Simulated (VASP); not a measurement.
Co:

```
CELL_PARAMETERS angstrom
2.43659 0.00000 0.00000
-1.21829 2.11015 0.00000
0.00000 0.00000 3.98034
ATOMIC_POSITIONS crystal
Co 0.33333 0.66667 0.74014
Co 0.66667 0.33333 0.25986
```

Base run:

- Program: VASP 6.6.1
- Functional: PBEsol
- Potentials or basis: VASP PAW PBE potentials, release 64 (Co)
- Cutoff: 520 eV
- k mesh: 12 × 12 × 7
- Occupations: fermi-dirac, width 0.05 eV
- Spin: collinear spin, ferromagnetic start
- Starting moments: [2.0, 2.0] μB

Its results: pressure 3.2 GPa; net moment 3.10 μB per cell; site moments Co +1.55 μB; largest force 0.657 eV/Å.

Q: The run is repeated on the same cell with these changes: functional from PBEsol to LDA; potentials or basis from VASP PAW PBE potentials, release 64 (Co) to VASP PAW LDA potentials, release 64 (Co). What comes out?

A: Pressure -6.0 GPa; net moment 2.98 μB per cell; site moments Co +1.49 μB; largest force 0.625 eV/Å.

Caveats: the PAW data sets were made with another functional, which shifts forces and pressure a little (some runs).
